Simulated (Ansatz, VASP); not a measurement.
One calculation of Zr2VP2O, two programs

The input INCAR:

```
SYSTEM = Zr2VP2O
ALGO = Normal
EDIFF = 1E-7
ENCUT = 520
GGA = PE
ISIF = 2
ISMEAR = 0
ISPIN = 2
LASPH = .True.
LCHARG = .True.
LELF = .True.
LMAXMIX = 4
LORBIT = 11
LREAL = .False.
LVHAR = .True.
LWAVE = .False.
MAGMOM = 0 0 2 0 0 0
NBANDS = 40
NELM = 150
PREC = Accurate
SIGMA = 0.1
```

File KPOINTS:

```
k-points
0
Gamma
  4 4 4
  0 0 0
```

POSCAR

```
Zr2VP2O
1.0
    4.5015778800      0.0000000000      0.0000000000
    0.0000000000      4.5015778800      0.0000000000
    0.0000000000      0.0000000000      5.7299039100
Zr V P O
2 1 2 1
Direct
    0.0000000000      0.5000000000      0.0000000000
    0.5000000000      0.0000000000      0.0000000000
    0.0000000000      0.0000000000      0.5000000000
    0.5000000000      0.5000000000      0.6919753000
    0.5000000000      0.5000000000      0.3080247000
    0.0000000000      0.0000000000      0.0000000000
```

Input for Ansatz:

```yaml
crystal:
  lattice:
    - [4.50157788, 0.0, 0.0]
    - [0.0, 4.50157788, 0.0]
    - [0.0, 0.0, 5.72990391]
  atoms:
    - { symbol: Zr, position: [0.0, 0.5, 0.0] }
    - { symbol: Zr, position: [0.5, 0.0, 0.0] }
    - { symbol: V, position: [0.0, 0.0, 0.5], spin: 2.0 }
    - { symbol: P, position: [0.5, 0.5, 0.6919753] }
    - { symbol: P, position: [0.5, 0.5, 0.3080247] }
    - { symbol: O, position: [0.0, 0.0, 0.0] }
basis:
  ecutwfc: 420
kpoints:
  mp_grid: { grid: [4, 4, 4] }
hamiltonian:
  xc: pbe
scf:
  occupations: { method: gaussian, width: 0.1 }
  lower_state_search: "off"
output:
  forces: true
  stress: true
  eigenvalues: true
  populations: true
magnetization:
  spin_polarized: true
```

Alike in both runs: task single point; functional PBE; k mesh 4 × 4 × 4; occupations gaussian, width 0.1 eV; collinear spin.

|  | VASP | Ansatz |
| --- | --- | --- |
| version | VASP 6.6.1 | Ansatz 0.2.0 |
| potentials or method | VASP PAW PBE potentials, release 64 (Zr_sv, V_sv, P, O), cutoff 520 eV | scalar-relativistic, plane waves, PAW |
| valence electrons in the cell | 53 | 53 |

```csv
,VASP,Ansatz,Ansatz less VASP
gap on the k mesh at the Fermi level (eV),none,none,-
pressure (GPa),-12.6,-12.6,-0.02
"traceless stress, the component that is largest in VASP (GPa)",1.02,1.17,+0.147
rms of the force components (eV/Å),0.466,0.480,+0.0131
net moment per atom (μB),0.64,0.64,0.000
size of the moment on the site where the two differ most (μB),0.06,0.03,-0.024
```

Site moments also hang on the region over which each program counts them. Atom by atom the forces differ by 0.013 eV/Å (rms over components). A gap of «none» marks a metal or a gap that the smearing closes. With one functional, cell and mesh, what is left measures potentials, basis and numerics.
